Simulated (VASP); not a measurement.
# BaTiO3 (Amm2) in VASP: single point with r2SCAN

Aim: the single point of BaTiO3 with r2SCAN.

All numbers are computed with VASP 6.6.1; they aren't measurements. Logs are shortened: lines on timing, memory, paths and dates and some standing lists are left out, and cuts for length are marked.

### 1 The cell of the first run

The structure is orthorhombic, space group Amm2 (No. 38). Conventional cell: a = 3.947 Å, b = 5.608 Å, c = 5.621 Å, α = 90.00°, β = 90.00°, γ = 90.00°. Ba (site symmetry mm2) has 12 O at 2.75 to 2.87 Å and 8 Ti at 3.39 to 3.48 Å within 3.6 Å. Ti (site symmetry mm2) has 6 O at 1.88 to 2.09 Å within 2.5 Å. O (site symmetry mm2) has 2 Ti at 1.98 Å within 2.6 Å. Within 2.5 Å of O (site symmetry m) lie 2 Ti at 1.88 to 2.09 Å.

### 2 Single point, r2SCAN, collinear spin, zero start

Contents of POSCAR:

```
BaTiO3
1.0
   -7.8938383500      0.0000000000      0.0000000000
    0.0000000000     -2.8038953400      2.8103251600
    0.0000000000      2.8038953400      2.8103251600
Ba Ti O
2 2 6
Direct
    0.0000000000      0.0000000000      0.0000000000
    0.5000000000      0.0000000000      0.0000000000
    0.2500000000      0.5100000000      0.5100000000
    0.7500000000      0.5100000000      0.5100000000
    0.0000000000      0.4900000000      0.4900000000
    0.5000000000      0.4900000000      0.4900000000
    0.2500000000      0.9840000000      0.4900000000
    0.7500000000      0.9840000000      0.4900000000
    0.2500000000      0.4900000000      0.9840000000
    0.7500000000      0.4900000000      0.9840000000
```

Contents of INCAR.step1:

```
PREC = Accurate ; ENCUT = 520
ISMEAR = 0 ; SIGMA = 0.0115
LREAL = F ; LASPH = T
NELM = 150 ; ISPIN = 2
MAGMOM = 0 0 0 0 0 0 0 0 0 0 ; LMAXMIX = 4
NBANDS = 55 ; GGA = PE
ALGO = Normal ; EDIFF = 1E-4
LWAVE = T ; LCHARG = F
```

Contents of INCAR.step2:

```
PREC = Accurate ; ENCUT = 520
EDIFF = 1E-6 ; ISMEAR = 0
SIGMA = 0.0115 ; LREAL = F
LASPH = T ; NELM = 150
ALGO = Normal ; ISIF = 2
LWAVE = F ; LCHARG = T
ISPIN = 2 ; MAGMOM = 0 0 0 0 0 0 0 0 0 0
LORBIT = 11 ; LMAXMIX = 4
METAGGA = R2SCAN ; LMIXTAU = T
LELF = T ; LVHAR = T
NBANDS = 55 ; ISTART = 1
```

Contents of KPOINTS:

```
Automatic mesh
0
Gamma
  3 5 5
  0 0.5 0.5
```

Potentials or basis: VASP PAW PBE potentials, release 64 (Ba_sv, Ti_sv, O).

On the command line:

```console
> cat potpaw_PBE.64/Ba_sv/POTCAR potpaw_PBE.64/Ti_sv/POTCAR potpaw_PBE.64/O/POTCAR > POTCAR
> cp INCAR.step1 INCAR
> mpirun -np 1 vasp_std > vasp.out
> cp INCAR.step2 INCAR
> mpirun -np 1 vasp_std > vasp.out
```

OUTCAR:

```text
PREC = Accurate
   ENCUT = 520
   EDIFF = 1E-6
   ISMEAR = 0
   LREAL = F
   LASPH = T
   NELM = 150
   ISIF = 2
   ISPIN = 2
   LORBIT = 11
   METAGGA = R2SCAN
   ISTART = 1

 ion  position               nearest neighbor table
   1  0.000  0.000  0.000-   5 2.75   7 2.77   8 2.77   9 2.77  10 2.77   5 2.80   5 2.80   8 2.83
                             7 2.83   9 2.83  10 2.83   5 2.87   3 3.39   4 3.39   3 3.43   4 3.43
   2  0.500  0.000  0.000-   6 2.75   7 2.77   8 2.77   9 2.77  10 2.77   6 2.80   6 2.80   8 2.83
                             7 2.83   9 2.83  10 2.83   6 2.87   3 3.39   4 3.39   3 3.43   4 3.43
   3  0.250  0.510  0.510-   7 1.88   9 1.88   5 1.98   6 1.98   9 2.09   7 2.09   1 3.39   2 3.39
                             1 3.43   1 3.43   2 3.43   2 3.43   1 3.48   2 3.48
   4  0.750  0.510  0.510-   8 1.88  10 1.88   5 1.98   6 1.98  10 2.09   8 2.09   1 3.39   2 3.39
                             1 3.43   1 3.43   2 3.43   2 3.43   1 3.48   2 3.48
   5  0.000  0.490  0.490-   3 1.98   4 1.98   1 2.75   1 2.80   1 2.80   1 2.87
   6  0.500  0.490  0.490-   3 1.98   4 1.98   2 2.75   2 2.80   2 2.80   2 2.87
   7  0.250  0.984  0.490-   3 1.88   3 2.09   2 2.77   1 2.77   2 2.83   1 2.83
   8  0.750  0.984  0.490-   4 1.88   4 2.09   2 2.77   1 2.77   2 2.83   1 2.83
   9  0.250  0.490  0.984-   3 1.88   3 2.09   2 2.77   1 2.77   1 2.83   2 2.83
  10  0.750  0.490  0.984-   4 1.88   4 2.09   2 2.77   1 2.77   1 2.83   2 2.83
[... 8 lines left out ...]
 A1 = (   0.0000000000,  -2.8038953400,  -2.8103251600)
 A2 = (   0.0000000000,  -2.8038953400,   2.8103251600)
 A3 = (  -7.8938383500,   0.0000000000,   0.0000000000)

Analysis of symmetry for initial positions (statically):
=====================================================================
 Subroutine PRICEL returns following result:

  LATTYP: Found a base centered orthorhombic cell.
 ALAT       =     5.6077906800
 B/A-ratio  =     1.0022931740
 C/A-ratio  =     0.7038278353
[... 12 lines left out ...]
 Subroutine GETGRP returns: Found  4 space group operations
 (whereof  4 operations were pure point group operations)
 out of a pool of  8 trial point group operations.

The static configuration has the point symmetry C_2v.

Analysis of symmetry for dynamics (positions and initial velocities):
=====================================================================
 Subroutine PRICEL returns following result:

  LATTYP: Found a base centered orthorhombic cell.
 ALAT       =     5.6077906800
 B/A-ratio  =     1.0022931740
 C/A-ratio  =     0.7038278353
[... 12 lines left out ...]
 Subroutine GETGRP returns: Found  4 space group operations
 (whereof  4 operations were pure point group operations)
 out of a pool of  8 trial point group operations.

The dynamic configuration has the point symmetry C_2v.

Analysis of structural, dynamic, and magnetic symmetry:
=====================================================================
 Subroutine PRICEL returns following result:

  LATTYP: Found a base centered orthorhombic cell.
 ALAT       =     5.6077906800
 B/A-ratio  =     1.0022931740
 C/A-ratio  =     0.7038278353
[... 12 lines left out ...]
 Subroutine GETGRP returns: Found  4 space group operations
 (whereof  4 operations were pure point group operations)
 out of a pool of  8 trial point group operations.

The overall configuration has the point symmetry C_2v.

 Subroutine INISYM returns: Found  4 space group operations
 (whereof  4 operations are pure point group operations),
 and found     2 'primitive' translations

----------------------------------------------------------------------------------------

                                     Primitive cell

  volume of cell :      62.2023

  direct lattice vectors                    reciprocal lattice vectors
     0.000000000 -2.803895340 -2.810325160     0.000000000 -0.178323346 -0.177915356
     0.000000000 -2.803895340  2.810325160     0.000000000 -0.178323346  0.177915356
    -3.946919175  0.000000000  0.000000000    -0.253362168  0.000000000  0.000000000

  length of vectors
     3.969855990  3.969855990  3.946919175     0.251898967  0.251898967  0.253362168

  position of ions in fractional coordinates (direct lattice)
     0.000000000  0.000000000  0.000000000
     0.490000000  0.510000000  0.500000000
     0.510000000  0.490000000  0.000000000
     0.510000000  0.984000000  0.500000000
     0.016000000  0.490000000  0.500000000

  ion indices of the primitive-cell ions
   primitive index   ion index
                 1           1
                 2           3
                 3           5
                 4           7
                 5           9

----------------------------------------------------------------------------------------

 KPOINTS: Automatic mesh

Automatic generation of k-mesh.
 Grid dimensions read from file:
 generate k-points for:    3    5    5

 Generating k-lattice:

  Cartesian coordinates                     Fractional coordinates (reciprocal lattice)
    -0.042227028  0.000000000  0.000000000     0.333333333  0.000000000  0.000000000
     0.000000000 -0.035664669  0.035583071     0.000000000  0.200000000  0.000000000
     0.000000000  0.035664669  0.035583071     0.000000000  0.000000000  0.200000000

  Length of vectors
     0.042227028  0.050379793  0.050379793

  Shift w.r.t. Gamma in fractional coordinates (k-lattice)
     0.000000000  0.500000000  0.500000000

 Subroutine IBZKPT returns following result:
 ===========================================

 Found     18 irreducible k-points:

 Following reciprocal coordinates:
            Coordinates               Weight
  0.000000  0.100000  0.100000      2.000000
  0.333333  0.100000  0.100000      4.000000
  0.000000  0.300000  0.100000      4.000000
  0.333333  0.300000  0.100000      8.000000
  0.000000  0.500000  0.100000      4.000000
  0.333333  0.500000  0.100000      8.000000
[... 10 lines left out ...]
  0.000000  0.500000  0.500000      1.000000
  0.333333  0.500000  0.500000      2.000000
   k-points           NKPTS =     18   k-points in BZ     NKDIM =     18   number of bands    NBANDS=     55
   number of dos      NEDOS =    301   number of ions     NIONS =     10
   total plane-waves  NPLWV =  54000
   dimension x,y,z NGX =    60 NGY =   30 NGZ =   30
   dimension x,y,z NGXF=   120 NGYF=   60 NGZF=   60
   ions per type =               2   2   6
   NGX,Y,Z   is equivalent  to a cutoff of  12.64, 12.56, 12.56 a.u.
   NGXF,Y,Z  is equivalent  to a cutoff of  25.27, 25.13, 25.13 a.u.
 SYSTEM =  unknown system
   PREC   = accura    normal or accurate (medium, high low for compatibility)
   ISTART =      1    job   : 0-new  1-cont  2-samecut
   ICHARG =      0    charge: 1-file 2-atom 10-const
   ISPIN  =      2    spin polarized calculation?
   LNONCOLLINEAR =      F non collinear calculations
   LSORBIT =      F    spin-orbit coupling
   LASPH  =      T    aspherical Exc in radial PAW
   ENCUT  =  520.0 eV  38.22 Ry    6.18 a.u.  14.68  7.38  7.38*2*pi/ulx,y,z
   NELM   =    150;   NELMIN=  2; NELMDL=  0     # of ELM steps
   EDIFF  = 0.1E-05   stopping-criterion for ELM
   LREAL  =      F    real-space projection
[... 7 lines left out ...]
   TEBEG  =    0.0;   TEEND  =   0.0 temperature during run
   PSTRESS=    0.0 pullay stress
   NELECT =      80.0000    total number of electrons
   NUPDOWN=      -1.0000    fix difference up-down
   EMIN   =  10.00;   EMAX   =-10.00  energy-range for DOS
   EFERMI =   0.00;   METHOD = LEGACY
   ISMEAR =     0;   SIGMA  =   0.01  broadening in eV -4-tet -1-fermi 0-gaus
   EFERMI_NEDOS =   21; number of points for ismear=-14 and -15
   IALGO  =     38    algorithm
   IMIX   =      4    mixing-type and parameters
     AMIX     =   0.40;   BMIX     =  1.00
     AMIX_MAG =   1.60;   BMIX_MAG =  1.00
  volume/ion in A,a.u.               =      12.44        83.95
  Fermi-wavevector in a.u.,A,eV,Ry     =   1.413056  2.670288 27.167114  1.996727
  Thomas-Fermi vector in A             =   2.534741
   LORBIT       =     11    0 simple, 1 ext, 2 COOP (PROOUT), +10 PAW based schemes
   METAGGA = R2SCAN    functional components
   LHFCALC =     F    Hartree Fock is set to
   AEXX    =    0.0000 exact exchange contribution
   IVDW    =     0    specifies the selected vdW correction
   LEPSILON=     F    determine dielectric tensor
   LRPA    =     F    only Hartree local field effects (RPA)
 spin polarized calculation
 Gauss-broadening in eV      SIGMA  =   0.01
  energy-cutoff  :      520.00
  volume of cell :      124.40
 maximum number of plane-waves:      3373
 NGX is ok and might be reduce to    60
   NGX = 29   NGY = 15   NGZ = 15

 number of electron      80.0000002 magnetization       0.0000000

 number of electron      80.0000002 magnetization      -0.0000000

 Free energy of the ion-electron system (eV)
  ---------------------------------------------------
  ext. energy  EPLUGINS =         0.00000000
  ---------------------------------------------------
  free energy    TOTEN  =      -148.37867383 eV

  energy without entropy =     -148.37867383  energy(sigma->0) =     -148.37867383

 E-fermi :   3.9566     XC(G=0): -12.0846

 val. band max:        3.7630231623   @ k =   0.0000   0.5000   0.5000
 cond. band min:       6.3558186367   @ k =   0.0000  -0.1000   0.1000
 fundamental gap:      2.5927954744
 Fermi energy:         3.9566301166

 spin component 1

 k-point     1 :       0.0000    0.1000    0.1000
  band No.  band energies     occupation
      1     -54.8302      1.00000
      2     -54.8287      1.00000
      3     -30.0793      1.00000
      4     -30.0454      1.00000
      5     -30.0428      1.00000
      6     -30.0428      1.00000
[... 979 lines left out ...]
     51      12.1023      0.00000
     52      12.1821      0.00000
 Fermi energy:         3.9566301166

 spin component 2

 k-point     1 :       0.0000    0.1000    0.1000
  band No.  band energies     occupation
      1     -54.8301      1.00000
      2     -54.8287      1.00000
      3     -30.0793      1.00000
      4     -30.0454      1.00000
      5     -30.0428      1.00000
      6     -30.0427      1.00000
[... 979 lines left out ...]
     51      12.1023      0.00000
     52      12.1821      0.00000
 [bands above 52 left out]

------------------------ aborting loop because EDIFF is reached ----------------------------------------

  FORCE on cell =-STRESS in cart. coord.  units (eV):
  Direction    XX          YY          ZZ          XY          YZ          ZX
  --------------------------------------------------------------------------------------
  -------------------------------------------------------------------------------------
  Total        6.3588725      6.7021515      6.5435593      0.0000000      0.0000000      0.0000000
  in kB       81.8943816     86.3153882     84.2729173      0.0000000      0.0000000      0.0000000
  external PRESSURE =      84.1608957 kB  Pullay stress =       0.0000000 kB

 VOLUME and BASIS-vectors are now :
 -----------------------------------------------------------------------------
  energy-cutoff  :      520.00
  volume of cell :      124.40
      direct lattice vectors                 reciprocal lattice vectors
    -7.893838350  0.000000000  0.000000000    -0.126681084  0.000000000  0.000000000
     0.000000000 -2.803895340  2.810325160     0.000000000 -0.178323346  0.177915356
     0.000000000  2.803895340  2.810325160     0.000000000  0.178323346  0.177915356

 POSITION                                       TOTAL-FORCE (eV/Angst)
 -----------------------------------------------------------------------------------
      0.00000      0.00000      0.00000         0.000000     -0.000000     -0.048066
     -3.94692      0.00000      0.00000         0.000000     -0.000000     -0.048066
     -1.97346      0.00000      2.86653         0.000000     -0.000000     -0.100785
     -5.92038      0.00000      2.86653        -0.000000     -0.000000     -0.100785
      0.00000      0.00000      2.75412         0.000000     -0.000000     -0.010756
     -3.94692      0.00000      2.75412         0.000000     -0.000000     -0.010756
     -1.97346     -1.38512      4.14242         0.000000     -0.055948      0.079803
     -5.92038     -1.38512      4.14242         0.000000     -0.055948      0.079803
     -1.97346      1.38512      4.14242         0.000000      0.055948      0.079803
     -5.92038      1.38512      4.14242         0.000000      0.055948      0.079803
 -----------------------------------------------------------------------------------
    total drift:                               -0.000000      0.000001      0.022685

  FREE ENERGIE OF THE ION-ELECTRON SYSTEM (eV)
  ---------------------------------------------------
  free  energy   TOTEN  =      -148.3786738339 eV

  energy  without entropy=     -148.3786738339  energy(sigma->0) =     -148.37867383

 total charge

# of ion       s       p       d       tot
------------------------------------------
    1        2.021   5.676   0.326   8.024
    2        2.021   5.676   0.326   8.024
    3        2.221   6.294   1.705  10.219
    4        2.221   6.294   1.705  10.219
    5        1.569   3.518   0.000   5.088
    6        1.569   3.518   0.000   5.088
    7        1.571   3.518   0.000   5.089
    8        1.571   3.518   0.000   5.089
    9        1.571   3.518   0.000   5.089
   10        1.571   3.518   0.000   5.089
--------------------------------------------------
tot         17.906  45.047   4.062  67.015

 magnetization (x)

# of ion       s       p       d       tot
------------------------------------------
    1        0.000   0.000   0.000   0.000
    2        0.000   0.000   0.000   0.000
    3        0.000   0.000   0.000   0.000
    4        0.000   0.000   0.000   0.000
    5       -0.000  -0.000   0.000  -0.000
    6       -0.000  -0.000   0.000  -0.000
    7       -0.000  -0.000   0.000  -0.000
    8       -0.000  -0.000   0.000  -0.000
    9       -0.000  -0.000   0.000  -0.000
   10       -0.000  -0.000   0.000  -0.000
--------------------------------------------------
tot         -0.000  -0.000   0.000  -0.000
```

Wall time 9.1 min (1 thread of Intel Xeon Platinum 8488C (Sapphire Rapids), shared host); peak memory 0.4 GiB.

What came out:

| Item | Value |
| --- | --- |
| Free energy | -148.3787 eV |
| Pressure | 8.4 GPa |
| Largest force | 0.101 eV/Å |
| Band gap on the k mesh | 2.59 eV |
| Net moment | 0.00 μB per cell |
| Valence electrons inside the program's atomic spheres | Ba 8.02; Ti 10.22; O 5.09 |

Forces in eV/Å, atoms in the order of the input:
```
Ba   0.000  0.000 -0.048
Ba   0.000  0.000 -0.048
Ti   0.000  0.000 -0.101
Ti   0.000  0.000 -0.101
O    0.000  0.000 -0.011
O    0.000  0.000 -0.011
O    0.000 -0.056  0.080
O    0.000 -0.056  0.080
O    0.000  0.056  0.080
O    0.000  0.056  0.080
```

Caveat: the cell stands under pressure; the PAW data sets were made with another functional, which shifts forces and pressure a little; spin-orbit coupling is left out, which moves the levels of the heavy elements; a shifted mesh leaves out Γ, where band edges can lie.
